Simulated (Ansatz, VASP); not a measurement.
NbSi2 in VASP and in Ansatz

```
CELL_PARAMETERS angstrom
4.76970 0.00000 0.00000
-2.38485 4.13068 0.00000
0.00000 0.00000 6.57253
ATOMIC_POSITIONS crystal
Nb 0.50000 0.00000 0.50000
Nb 0.50000 0.50000 0.83333
Nb 0.00000 0.50000 0.16667
Si 0.15983 0.31966 0.50000
Si 0.84017 0.15983 0.83333
Si 0.68034 0.84017 0.16667
Si 0.84017 0.68034 0.50000
Si 0.15983 0.84017 0.83333
Si 0.31966 0.15983 0.16667
```

Alike in both runs: functional PBEsol; k mesh 8 × 8 × 5; occupations fermi-dirac, width 0.1 eV; no spin polarisation.

Ansatz relaxed the structure, and its values are those at the end. VASP's run is a single point on that final structure, the one shown.

```csv
,VASP,Ansatz
version,VASP 6.6.1,Ansatz 0.2.0
potentials or method,"VASP PAW PBE potentials, release 64 (Nb_sv, Si), cutoff 520 eV",PAW plane waves
valence electrons in the cell,63,63
```

Ansatz gave:

```
gap on the k mesh at the Fermi level (eV) : none
pressure (GPa)                            : 0.0
```

Q: What did VASP give for the same quantities?

A: gap on the k mesh at the Fermi level (eV): none; pressure (GPa): -0.1.

VASP's potentials were made for PBE, not for PBEsol, and Ansatz warns of the same on its side. A gap of «none» marks a metal or a gap that the smearing closes. The functional is the same, so the differences come from potentials, cutoffs and numerics.
